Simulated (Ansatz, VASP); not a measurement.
# RbTe2P3: VASP beside Ansatz

```
Rb Te P
1.0
     4.44908    0.00000    0.00000
    -2.22454    3.85302    0.00000
     0.00000    0.00000   10.53843
Rb Te P
1 2 3
Direct
  0.00000 0.00000 0.40988
  0.33333 0.66667 0.16974
  0.33333 0.66667 0.68652
  0.66667 0.33333 0.74911
  0.66667 0.33333 0.95468
  0.00000 0.00000 0.03005
```

Change from the starting cell: species swapped into the Dy2In3Cu type (P3m1, No. 156).

Alike in both runs: functional PBE; k mesh 6 × 6 × 2; occupations gaussian, width 0.1 eV; no spin polarisation.

Ansatz relaxed the structure, and its values are those at the end. VASP's run is a single point on that final structure, the one shown.

|  | VASP | Ansatz |
| --- | --- | --- |
| version | VASP 6.6.1 | Ansatz 0.2.0 |
| potentials or method | VASP PAW PBE potentials, release 64 (Rb_sv, Te, P), cutoff 520 eV | scalar-relativistic, plane waves, PAW |
| valence electrons in the cell | 36 | 56 |

|  | VASP | Ansatz | Ansatz less VASP |
| --- | --- | --- | --- |
| gap on the k mesh at the Fermi level (eV) | none | none | - |
| pressure (GPa) | 0.0 | 0.0 | +0.03 |
| rms of the force components (eV/Å) | 0.012 | 0.004 | -0.0084 |

A gap of «none» marks a metal or a gap that the smearing closes. VASP's potentials hold 36 valence electrons a cell and Ansatz's 56, so a difference there can come from the potentials and not from the codes.

Neither program's run includes spin-orbit coupling.
